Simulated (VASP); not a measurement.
# GaAs (F-43m) in VASP: a series of runs

Runs on GaAs. Level: PBE. Tasks: density of states, vibrations by perturbation theory.

Everything below comes from runs of VASP 6.6.1. Logs are shortened: lines on timing, memory, paths and dates and some standing lists are left out, and cuts for length are marked.

### 1 The cell of the first run

The structure is cubic, space group F-43m (No. 216). The conventional cell has a = 5.745 Å, b = 5.745 Å, c = 5.745 Å, α = 90.00°, β = 90.00°, γ = 90.00°. Ga (site symmetry -43m) has 4 As at 2.49 Å within 3.3 Å. Within 3.3 Å of As (site symmetry -43m) lie 4 Ga at 2.49 Å.

### 2 Density of states, PBE

Contents of POSCAR:

```
GaAs
1.0
    0.0000000000      2.8724896906      2.8724896906
    2.8724896906      0.0000000000      2.8724896906
    2.8724896906      2.8724896906      0.0000000000
Ga As
1 1
Direct
    0.7500000000      0.7500000000      0.7500000000
    0.5000000000      0.5000000000      0.5000000000
```

Contents of INCAR.step1:

```
PREC = Accurate
ENCUT = 520
EDIFF = 1E-6
ISMEAR = 0
SIGMA = 0.01
LREAL = False
LASPH = True
NELM = 60
ALGO = Normal
ISIF = 2
LWAVE = False
LCHARG = True
GGA = PE
NBANDS = 16
```

Contents of KPOINTS.step1:

```
Automatic mesh
0
Gamma
  10 10 10
```

Contents of INCAR.step2:

```
PREC = Accurate
ENCUT = 520
EDIFF = 1E-6
ISMEAR = -5
SIGMA = 0.01
LREAL = False
LASPH = True
NELM = 60
ALGO = Normal
ISIF = 2
LWAVE = False
LCHARG = False
GGA = PE
LORBIT = 11
NEDOS = 1001
ICHARG = 11
```

Contents of KPOINTS.step2:

```
Automatic mesh
0
Gamma
  15 15 15
```

Potentials or basis: VASP PAW PBE potentials, release 64 (Ga_d, As).

The run is started by

```bash
cat potpaw_PBE.64/Ga_d/POTCAR potpaw_PBE.64/As/POTCAR > POTCAR
cp INCAR.step1 INCAR
cp KPOINTS.step1 KPOINTS
mpirun -np 1 vasp_std > vasp.out
cp INCAR.step2 INCAR
cp KPOINTS.step2 KPOINTS
mpirun -np 1 vasp_std > vasp.out
```

OUTCAR:

```text
PREC = Accurate
   ENCUT = 520
   EDIFF = 1E-6
   ISMEAR = -5
   LREAL = False
   LASPH = True
   NELM = 60
   ISIF = 2
   GGA = PE
   LORBIT = 11
   ICHARG = 11

 ion  position               nearest neighbor table
   1  0.750  0.750  0.750-   2 2.49   2 2.49   2 2.49   2 2.49
   2  0.500  0.500  0.500-   1 2.49   1 2.49   1 2.49   1 2.49

  LATTYP: Found a face centered cubic cell.
 ALAT       =     5.7449793812

  Lattice vectors:

 A1 = (   0.0000000000,   2.8724896906,   2.8724896906)
 A2 = (   2.8724896906,   0.0000000000,   2.8724896906)
 A3 = (   2.8724896906,   2.8724896906,   0.0000000000)

Analysis of symmetry for initial positions (statically):
=====================================================================
 Subroutine PRICEL returns:
 Original cell was already a primitive cell.

 Routine SETGRP: Setting up the symmetry group for a
 face centered cubic supercell.

 Subroutine GETGRP returns: Found 24 space group operations
 (whereof 24 operations were pure point group operations)
 out of a pool of 48 trial point group operations.

The static configuration has the point symmetry T_d .

Analysis of symmetry for dynamics (positions and initial velocities):
=====================================================================
 Subroutine PRICEL returns:
 Original cell was already a primitive cell.

 Routine SETGRP: Setting up the symmetry group for a
 face centered cubic supercell.

 Subroutine GETGRP returns: Found 24 space group operations
 (whereof 24 operations were pure point group operations)
 out of a pool of 48 trial point group operations.

The dynamic configuration has the point symmetry T_d .

 Subroutine INISYM returns: Found 24 space group operations
 (whereof 24 operations are pure point group operations),
 and found     1 'primitive' translations

----------------------------------------------------------------------------------------

                                     Primitive cell

  volume of cell :      47.4030

  direct lattice vectors                    reciprocal lattice vectors
     0.000000000  2.872489691  2.872489691    -0.174065029  0.174065029  0.174065029
     2.872489691  0.000000000  2.872489691     0.174065029 -0.174065029  0.174065029
     2.872489691  2.872489691  0.000000000     0.174065029  0.174065029 -0.174065029

  length of vectors
     4.062313878  4.062313878  4.062313878     0.301489473  0.301489473  0.301489473

  position of ions in fractional coordinates (direct lattice)
     0.750000000  0.750000000  0.750000000
     0.500000000  0.500000000  0.500000000

  ion indices of the primitive-cell ions
   primitive index   ion index
                 1           1
                 2           2

----------------------------------------------------------------------------------------

 KPOINTS: Automatic mesh

Automatic generation of k-mesh.
 Grid dimensions read from file:
 generate k-points for:   15   15   15

 Generating k-lattice:

  Cartesian coordinates                     Fractional coordinates (reciprocal lattice)
    -0.011604335  0.011604335  0.011604335     0.066666667  0.000000000  0.000000000
     0.011604335 -0.011604335  0.011604335     0.000000000  0.066666667  0.000000000
     0.011604335  0.011604335 -0.011604335     0.000000000  0.000000000  0.066666667

  Length of vectors
     0.020099298  0.020099298  0.020099298

  Shift w.r.t. Gamma in fractional coordinates (k-lattice)
     0.000000000  0.000000000  0.000000000

 TETIRR: Found    484 inequivalent tetrahedra from    20250

 Subroutine IBZKPT returns following result:
 ===========================================

 Found    120 irreducible k-points:

 Following reciprocal coordinates:
            Coordinates               Weight
  0.000000  0.000000  0.000000      1.000000
  0.066667  0.000000  0.000000      8.000000
  0.133333  0.000000  0.000000      8.000000
  0.200000  0.000000  0.000000      8.000000
  0.266667  0.000000  0.000000      8.000000
  0.333333  0.000000  0.000000      8.000000
[... 16 lines left out ...]
  0.133333  0.133333  0.000000      6.000000
  0.200000  0.133333  0.000000     24.000000
 [... further k-points ...]
   k-points           NKPTS =    120   k-points in BZ     NKDIM =    120   number of bands    NBANDS=     13
   number of dos      NEDOS =   1001   number of ions     NIONS =      2
   total plane-waves  NPLWV =  27000
   dimension x,y,z NGX =    30 NGY =   30 NGZ =   30
   dimension x,y,z NGXF=    60 NGYF=   60 NGZF=   60
   ions per type =               1   1
   NGX,Y,Z   is equivalent  to a cutoff of  12.28, 12.28, 12.28 a.u.
   NGXF,Y,Z  is equivalent  to a cutoff of  24.55, 24.55, 24.55 a.u.
 SYSTEM =  unknown system
   PREC   = accura    normal or accurate (medium, high low for compatibility)
   ISTART =      0    job   : 0-new  1-cont  2-samecut
   ICHARG =     11    charge: 1-file 2-atom 10-const
   ISPIN  =      1    spin polarized calculation?
   LNONCOLLINEAR =      F non collinear calculations
   LSORBIT =      F    spin-orbit coupling
   LASPH  =      T    aspherical Exc in radial PAW
   ENCUT  =  520.0 eV  38.22 Ry    6.18 a.u.   7.55  7.55  7.55*2*pi/ulx,y,z
   NELM   =     60;   NELMIN=  2; NELMDL=  0     # of ELM steps
   EDIFF  = 0.1E-05   stopping-criterion for ELM
   LREAL  =      F    real-space projection
   EDIFFG = 0.1E-04   stopping-criterion for IOM
   NSW    =      0    number of steps for IOM
   IBRION =     -1    ionic relax: 0-MD 1-quasi-New 2-CG
   NFREE  =      0    steps in history (QN), initial steepest desc. (CG)
   ISIF   =      2    stress and relaxation
   ISYM   =      2    0-nonsym 1-usesym 2-fastsym
   POTIM  = 0.5000    time-step for ionic-motion
   TEBEG  =    0.0;   TEEND  =   0.0 temperature during run
   PSTRESS=    0.0 pullay stress
   NELECT =      18.0000    total number of electrons
   NUPDOWN=      -1.0000    fix difference up-down
   EMIN   =  10.00;   EMAX   =-10.00  energy-range for DOS
   EFERMI =   0.00;   METHOD = LEGACY
   ISMEAR =    -5;   SIGMA  =   0.01  broadening in eV -4-tet -1-fermi 0-gaus
   EFERMI_NEDOS =   21; number of points for ismear=-14 and -15
   IALGO  =     38    algorithm
   IMIX   =      4    mixing-type and parameters
     AMIX     =   0.40;   BMIX     =  1.00
     AMIX_MAG =   1.60;   BMIX_MAG =  1.00
  volume/ion in A,a.u.               =      23.70       159.95
  Fermi-wavevector in a.u.,A,eV,Ry     =   1.185488  2.240248 19.121383  1.405382
  Thomas-Fermi vector in A             =   2.321681
   LORBIT       =     11    0 simple, 1 ext, 2 COOP (PROOUT), +10 PAW based schemes
   GGA     = PE    functional components
   LHFCALC =     F    Hartree Fock is set to
   AEXX    =    0.0000 exact exchange contribution
   IVDW    =     0    specifies the selected vdW correction
   LEPSILON=     F    determine dielectric tensor
   LRPA    =     F    only Hartree local field effects (RPA)
 non-spin polarized calculation
 Fermi weights with tetrahedron method with Bloechl corrections
  energy-cutoff  :      520.00
  volume of cell :       47.40
 maximum number of plane-waves:      1299

 number of electron      17.9999987 magnetization

 Free energy of the ion-electron system (eV)
  ---------------------------------------------------
  ext. energy  EPLUGINS =         0.00000000
  ---------------------------------------------------
  free energy    TOTEN  =        -8.27493373 eV

  energy without entropy =       -8.27493373  energy(sigma->0) =       -8.27493373

 E-fermi :   3.4991     XC(G=0):  -9.3735

 val. band max:        3.4924672771   @ k =   0.0000   0.0000   0.0000
 cond. band min:       3.6551215616   @ k =   0.0000   0.0000   0.0000
 fundamental gap:      0.1626542845
 Fermi energy:         3.4990908527

 k-point     1 :       0.0000    0.0000    0.0000
  band No.  band energies     occupation
      1     -11.2356      2.00000
      2     -11.2356      2.00000
      3     -11.2356      2.00000
      4     -11.1665      2.00000
      5     -11.1665      2.00000
      6      -8.8999      2.00000
      7       3.4925      2.00000
      8       3.4925      2.00000
      9       3.4925      2.00000
     10       3.6551      0.00000
     11       7.2050      0.00000
     12       7.2050      0.00000
     13       7.2050      0.00000

 k-point     2 :       0.0667    0.0000    0.0000
  band No.  band energies     occupation
      1     -11.2388      2.00000
      2     -11.2347      2.00000
      3     -11.2347      2.00000
      4     -11.1666      2.00000
      5     -11.1666      2.00000
      6      -8.8510      2.00000
      7       2.4928      2.00000
      8       3.4237      2.00000
      9       3.4237      2.00000
     10       4.4464      0.00000
     11       7.2758      0.00000
     12       7.3087      0.00000
     13       7.3088      0.00000

 k-point     3 :       0.1333    0.0000    0.0000
  band No.  band energies     occupation
      1     -11.2476      2.00000
      2     -11.2323      2.00000
      3     -11.2323      2.00000
      4     -11.1666      2.00000
      5     -11.1666      2.00000
      6      -8.7071      2.00000
      7       1.3554      2.00000
      8       3.2478      2.00000
      9       3.2478      2.00000
     10       4.8839      0.00000
     11       7.5691      0.00000
     12       7.5691      0.00000
     13       7.6672      0.00000
[... 305 lines left out ...]
 k-point    23 :       0.1333    0.1333    0.0000
  band No.  band energies     occupation
      1     -11.2547      2.00000
      2     -11.2290      2.00000
      3     -11.2290      2.00000
      4     -11.1692      2.00000
      5     -11.1647      2.00000
      6      -8.6427      2.00000
      7       1.2945      2.00000
      8       2.8184      2.00000
      9       2.8184      2.00000
     10       5.6884      0.00000
     11       6.5344      0.00000
     12       8.2091      0.00000
     13       8.2091      0.00000

 k-point    24 :       0.2000    0.1333    0.0000
  band No.  band energies     occupation
      1     -11.2643      2.00000
      2     -11.2259      2.00000
      3     -11.2255      2.00000
      4     -11.1705      2.00000
      5     -11.1639      2.00000
      6      -8.4722      2.00000
      7       0.5644      2.00000
      8       2.5602      2.00000
      9       2.5650      2.00000
     10       5.9087      0.00000
     11       6.5484      0.00000
     12       8.6292      0.00000
     13       8.6736      0.00000

 [... further k-points ...]
[... 5 lines left out ...]
  --------------------------------------------------------------------------------------
  -------------------------------------------------------------------------------------
  Total        0.0043179      0.0043179      0.0043179      0.0000000     -0.0000000     -0.0000000
  in kB        0.1459413      0.1459413      0.1459413      0.0000000     -0.0000000     -0.0000000
  external PRESSURE =       0.1459413 kB  Pullay stress =       0.0000000 kB

 VOLUME and BASIS-vectors are now :
 -----------------------------------------------------------------------------
  energy-cutoff  :      520.00
  volume of cell :       47.40
      direct lattice vectors                 reciprocal lattice vectors
     0.000000000  2.872489691  2.872489691    -0.174065029  0.174065029  0.174065029
     2.872489691  0.000000000  2.872489691     0.174065029 -0.174065029  0.174065029
     2.872489691  2.872489691  0.000000000     0.174065029  0.174065029 -0.174065029

 POSITION                                       TOTAL-FORCE (eV/Angst)
 -----------------------------------------------------------------------------------
      4.30873      4.30873      4.30873         0.000000      0.000000      0.000000
      2.87249      2.87249      2.87249        -0.000000     -0.000000     -0.000000
 -----------------------------------------------------------------------------------
    total drift:                               -0.000002     -0.000002     -0.000002

  FREE ENERGIE OF THE ION-ELECTRON SYSTEM (eV)
  ---------------------------------------------------
  free  energy   TOTEN  =        -8.2749337274 eV

  energy  without entropy=       -8.2749337274  energy(sigma->0) =       -8.27493373

 total charge

# of ion       s       p       d       tot
------------------------------------------
    1        0.884   0.755   9.986  11.625
    2        1.214   1.562   0.028   2.805
--------------------------------------------------
tot          2.098   2.317  10.014  14.429
```

Wall time 35 s (1 thread of Intel Xeon 6975P-C (Granite Rapids), shared host); peak memory 0.22 GiB.

Results:

```
Valence electrons inside the program's atomic spheres : Ga 11.62; As 2.81
```

Levels at points of the mesh, in eV from the valence-band top:
```
           k point  band 6  band 7  band 8  band 9  band 10  band 11  band 12  band 13
(0.00, 0.00, 0.00)  -12.39    0.00    0.00    0.00     0.16     3.71     3.71     3.71
```

### 3 Vibrations by perturbation theory, PBE

Contents of INCAR:

```
ALGO = Normal
EDIFF = 1E-8
ENCUT = 520
GGA = PE
IBRION = 8
ISIF = 2
ISMEAR = 0
LASPH = True
LCHARG = False
LREAL = False
LWAVE = False
NBANDS = 16
NELM = 80
NSW = 1
PREC = Accurate
SIGMA = 0.01
```

Contents of KPOINTS:

```
k-points
0
Gamma
  12 12 12
```

Contents of POSCAR:

```
GaAs
1.0
    0.0000000000      2.8726847544      2.8726847544
    2.8726847544      0.0000000000      2.8726847544
    2.8726847544      2.8726847544      0.0000000000
Ga As
1 1
Direct
    0.7500000000      0.7500000000      0.7500000000
    0.5000000000      0.5000000000      0.5000000000
```

Potentials or basis: VASP PAW PBE potentials, release 64 (Ga_d, As).

The run is started by

```bash
cat potpaw_PBE.64/Ga_d/POTCAR potpaw_PBE.64/As/POTCAR > POTCAR
mpirun -np 1 vasp_std > vasp.out
```

OUTCAR:

```text
EDIFF = 1E-8
   ENCUT = 520
   GGA = PE
   IBRION = 8
   ISIF = 2
   ISMEAR = 0
   LASPH = True
   LREAL = False
   NELM = 80
   NSW = 1
   PREC = Accurate

 ion  position               nearest neighbor table
   1  0.750  0.750  0.750-   2 2.49   2 2.49   2 2.49   2 2.49
   2  0.500  0.500  0.500-   1 2.49   1 2.49   1 2.49   1 2.49

  LATTYP: Found a face centered cubic cell.
 ALAT       =     5.7453695088

  Lattice vectors:

 A1 = (   0.0000000000,   2.8726847544,   2.8726847544)
 A2 = (   2.8726847544,   0.0000000000,   2.8726847544)
 A3 = (   2.8726847544,   2.8726847544,   0.0000000000)

Analysis of symmetry for initial positions (statically):
=====================================================================
 Subroutine PRICEL returns:
 Original cell was already a primitive cell.

 Routine SETGRP: Setting up the symmetry group for a
 face centered cubic supercell.

 Subroutine GETGRP returns: Found 24 space group operations
 (whereof 24 operations were pure point group operations)
 out of a pool of 48 trial point group operations.

The static configuration has the point symmetry T_d .

Analysis of symmetry for dynamics (positions and initial velocities):
=====================================================================
 Subroutine PRICEL returns:
 Original cell was already a primitive cell.

 Routine SETGRP: Setting up the symmetry group for a
 face centered cubic supercell.

 Subroutine GETGRP returns: Found 24 space group operations
 (whereof 24 operations were pure point group operations)
[... 640 lines left out ...]
 -----------------------------------------------------------------------------------
    total drift:                               -0.000002     -0.000002     -0.000002

  FREE ENERGIE OF THE ION-ELECTRON SYSTEM (eV)
  ---------------------------------------------------
  free  energy   TOTEN  =        -8.2762724160 eV

  energy  without entropy=       -8.2762724160  energy(sigma->0) =       -8.27627242

[... ionic steps 2 to 3 ...]

--------------------------------------- Ionic step        4  -------------------------------------------

------------------------ aborting loop because EDIFF is reached ----------------------------------------

[... ionic steps 5 to 6 ...]

--------------------------------------- Ionic step        7  -------------------------------------------

 Free energy of the ion-electron system (eV)
  ---------------------------------------------------
  ---------------------------------------------------
  free energy    TOTEN  =        -0.04378241 eV

  energy without entropy =       -0.04378241

------------------------ aborting loop because EDIFF is reached ----------------------------------------

 INTERNAL STRAIN TENSOR  FOR ION    2  DIRECTION 1   (eV/Angst):
 -----------------------------------------------------------------------------
    -0.00374  0.00000  0.00000
     0.00000  0.00362  5.97475
     0.00000  5.97475  0.00362

 INTERNAL STRAIN TENSOR FOR ION    2 for displacements in x,y,z  (eV/Angst):
          X           Y           Z          XY          YZ          ZX
  --------------------------------------------------------------------------------
  x    -0.00000     0.00000     0.00000     0.00000     5.97475     0.00000
  y     0.00000    -0.00000     0.00000     0.00000     0.00000     5.97475
  z     0.00000     0.00000    -0.00000     5.97475     0.00000     0.00000

 SECOND DERIVATIVES (NOT SYMMETRIZED)
 ------------------------------------
               1X          1Y          1Z          2X          2Y          2Z
  1X    -8.447710    0.000000    0.000000    8.447710    0.000000    0.000000
  1Y     0.000000   -8.447710    0.000000    0.000000    8.447710    0.000000
  1Z     0.000000    0.000000   -8.447710    0.000000    0.000000    8.447710
  2X     8.489237    0.000000    0.000000   -8.489237    0.000000    0.000000
  2Y     0.000000    8.489237    0.000000    0.000000   -8.489237    0.000000
  2Z     0.000000    0.000000    8.489237    0.000000    0.000000   -8.489237

 Eigenvectors and eigenvalues of the dynamical matrix
 ----------------------------------------------------

   1 f  =    7.569958 THz    47.563450 2PiTHz  252.506623 cm-1    31.306817 meV
             X         Y         Z           dx          dy          dz
      4.309027  4.309027  4.309027     0.000000    0.718851    0.000000
      2.872685  2.872685  2.872685     0.000000   -0.695164    0.000000
[... 21 lines left out ...]
   6 f/i=    0.009275 THz     0.058278 2PiTHz    0.309387 cm-1     0.038359 meV
             X         Y         Z           dx          dy          dz
      4.309027  4.309027  4.309027     0.000000    0.000000   -0.695164
      2.872685  2.872685  2.872685     0.000000    0.000000   -0.718851

--------------------------------------------------------------------------------------------------------

 ELASTIC MODULI CONTR FROM IONIC RELAXATION (kBar)
 Direction    XX          YY          ZZ          XY          YZ          ZX
 --------------------------------------------------------------------------------
 XX          -0.0000     -0.0000      0.0000     -0.0000      0.0000      0.0000
 YY          -0.0000     -0.0000     -0.0000     -0.0000     -0.0000      0.0000
 ZZ           0.0000     -0.0000     -0.0000      0.0000     -0.0000      0.0000
 XY          -0.0000     -0.0000      0.0000   -140.9894      0.0000      0.0000
 YZ           0.0000     -0.0000     -0.0000      0.0000   -140.9894      0.0000
 ZX           0.0000      0.0000      0.0000      0.0000      0.0000   -140.9894
 --------------------------------------------------------------------------------
```

stdout:

```text
POSCAR found type information on POSCAR GaAs
 POSCAR found :  2 types and       2 ions
 scaLAPACK will be used
 LDA part: xc-table for (Slater+PW92), standard interpolation
 POSCAR, INCAR and KPOINTS ok, starting setup
 FFT: planning ... GRIDC
 FFT: planning ... GRID_SOFT
 FFT: planning ... GRID
 WAVECAR not read
 entering main loop
 Linear response reoptimize wavefunctions to high precision
 Linear response DOF=           2
 Linear response progress:
 first order change of Fermi-energy   0.25946E-03
 force on displaced ion       1 direction 1 :  -8.448  -0.000  -0.000
 Linear response progress:
 first order change of Fermi-energy  -0.17398E-03
 force on displaced ion       2 direction 1 :  -8.489  -0.000  -0.000
 Linear response finished
```

Wall time 5.6 min (1 thread of Intel Xeon 6975P-C (Granite Rapids), shared host); peak memory 0.55 GiB.

Results:

```
Highest phonon frequency at Γ, LO-TO splitting left out : 253 cm⁻¹
```

Phonon frequencies in cm⁻¹ (negative: imaginary):
```csv
q point,frequencies
"(0.000, 0.000, 0.000)",0 0 0 253 253 253
```
